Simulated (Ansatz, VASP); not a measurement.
One calculation of Ti, two programs

```xyz
2
Lattice="2.8639 0.0000 0.0000 -1.4319 2.4802 0.0000 0.0000 0.0000 4.5400" Properties=species:S:1:pos:R:3 pbc="T T T"
Ti    0.0000    1.6535    1.1350
Ti    1.4319    0.8267    3.4050
```

Alike in both runs: task single point; functional LDA; k mesh 13 × 13 × 7; occupations gaussian, width 1 eV; no spin polarisation.

|  | VASP | Ansatz |
| --- | --- | --- |
| version | VASP 6.6.1 | Ansatz 0.2.0 |
| potentials or method | VASP PAW LDA potentials, release 64 (Ti_sv), cutoff 520 eV | plane waves (420 eV) with PAW, scalar-relativistic |
| valence electrons in the cell | 24 | 24 |

Ansatz gave:

- pressure (GPa): 3.7
- traceless stress, the component that is largest in VASP (GPa): 1.39

**Question.** Which values does VASP return?

**Answer.** Pressure (GPa): 3.6; traceless stress, the component that is largest in VASP (GPa): 1.40.

Ansatz warns that its potentials were made for another functional, while VASP's fit it. LDA's correlation is that of Perdew and Zunger in VASP and of Perdew and Wang (1992) in Ansatz.
